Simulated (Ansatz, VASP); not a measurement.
## C: VASP beside Ansatz

The input INCAR:

```
ALGO = Normal
EDIFF = 1E-6
ENCUT = 600
GGA = PE
GGA_COMPAT = F
ISIF = 2
ISMEAR = -1
LASPH = T
LCHARG = T
LELF = T
LREAL = F
LVHAR = T
LWAVE = F
NBANDS = 8
NELM = 120
PREC = Accurate
SIGMA = 0.01
```

The input KPOINTS:

```
k-points
0
Gamma
  16 16 16
```

POSCAR

```
C
1.0
   -1.1840705551      1.1840705551      1.1840705551
    1.1840705551     -1.1840705551      1.1840705551
    1.1840705551      1.1840705551     -1.1840705551
C
1
Direct
    0.0000000000      0.0000000000      0.0000000000
```

Input for Ansatz:

```yaml
crystal:
  lattice:
    - [-1.1840705551, 1.1840705551, 1.1840705551]
    - [1.1840705551, -1.1840705551, 1.1840705551]
    - [1.1840705551, 1.1840705551, -1.1840705551]
  atoms:
    - { symbol: C, position: [0.0, 0.0, 0.0] }
kpoints:
  mp_grid: { grid: [16, 16, 16] }
scf:
  occupations: { method: fermi_dirac, width: 0.01 }
hamiltonian:
  xc: pbe
  pseudopotentials: { kind: all_electron, lapw: { basis_error: 0.00025 } }
output:
  forces: true
  stress: true
  eigenvalues: true
```

Alike in both runs: task single point; functional PBE; k mesh 16 × 16 × 16; occupations fermi-dirac, width 0.01 eV; no spin polarisation.

|  | VASP | Ansatz |
| --- | --- | --- |
| version | VASP 6.6.1 | Ansatz 0.2.0 |
| potentials or method | VASP PAW PBE potentials, release 64 (C), cutoff 600 eV | all-electron LAPW, scalar-relativistic |

Ansatz gave:

| Property | Result |
| --- | --- |
| pressure (GPa) | -0.2 |

Question: Estimate VASP's values.

Answer: Pressure (GPa): -0.3.

Ansatz ran all-electron here, and VASP with PAW potentials.
